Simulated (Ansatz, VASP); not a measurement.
Two plane-wave programs on MnO

Contents of INCAR:

```
ALGO     = Normal         # electronic algorithm
EDIFF    = 1E-7           # SCF threshold, eV
ENCUT    = 520            # plane-wave cutoff, eV
GGA      = PE             # functional
ISIF     = 2              # what is computed and relaxed
ISMEAR   = -1             # smearing method
ISPIN    = 2              # spin polarisation
LASPH    = True           # aspherical terms in the spheres
LCHARG   = False          # write CHGCAR
LDAU     = True           # DFT+U
LDAUJ    = 0 0          
LDAUL    = 2 -1           # shell
LDAUPRINT= 1            
LDAUTYPE = 2            
LDAUU    = 3.5 0          # U, eV
LMAXMIX  = 4              # l up to which the mixer works
LORBIT   = 11             # projections on sites
LREAL    = False          # projectors in reciprocal space
LWAVE    = False          # write WAVECAR
MAGMOM   = 2.8 0          # initial moments
NBANDS   = 20             # bands
NELM     = 150            # most SCF steps
PREC     = Accurate       # precision mode
SIGMA    = 0.05           # smearing width, eV
```

The input KPOINTS:

```
k-points
0
Gamma
  10 10 10
```

Contents of POSCAR:

```
MnO
1.0
    0.0000000000      2.1620649607      2.1620649607
    2.1620649607      0.0000000000      2.1620649607
    2.1620649607      2.1620649607      0.0000000000
Mn O
1 1
Direct
    0.0000000000      0.0000000000      0.0000000000
    0.5000000000      0.5000000000      0.5000000000
```

Input for Ansatz:

```yaml
crystal:
  lattice:
    - [0.0, 2.162064960684517, 2.162064960684517]
    - [2.162064960684517, 0.0, 2.162064960684517]
    - [2.162064960684517, 2.162064960684517, 0.0]
  atoms:
    - { symbol: Mn, position: [0.0, 0.0, 0.0], spin: 2.8 }
    - { symbol: O, position: [0.5, 0.5, 0.5] }
basis:
  ecutwfc: 517.016338673772
kpoints:
  mp_grid:
    grid: [10, 10, 10]
hamiltonian:
  pseudopotentials:
    kind: paw
  hubbard:
    - { species: Mn, l: d, u_eff: 3.5 }
magnetization:
  spin_polarized: true
scf:
  occupations:
    method: fermi_dirac
    width: 0.05
output:
  stress: true
```

Alike in both runs: task single point; functional PBE; k mesh 10 × 10 × 10; occupations fermi-dirac, width 0.05 eV; collinear spin; Hubbard terms Mn d U = 3.5 eV.

|  | VASP | Ansatz |
| --- | --- | --- |
| version | VASP 6.6.1 | Ansatz 0.2.0 |
| potentials or method | VASP PAW PBE potentials, release 64 (Mn_pv, O), cutoff 520 eV | plane waves, PAW |
| valence electrons in the cell | 19 | 21 |

|  | VASP | Ansatz | Ansatz less VASP |
| --- | --- | --- | --- |
| pressure (GPa) | 25.0 | 26.7 | +1.70 |
| net moment per atom (μB) | 2.50 | 2.50 | 0.000 |
| size of the moment on the site where the two differ most (μB) | 4.59 | 4.20 | -0.392 |

Site moments also hang on the region over which each program counts them. The programs project onto different local orbitals, so the same U acts differently, and such runs can settle in different states. VASP's potentials hold 19 valence electrons a cell and Ansatz's 21, so a difference there can come from the potentials and not from the codes.
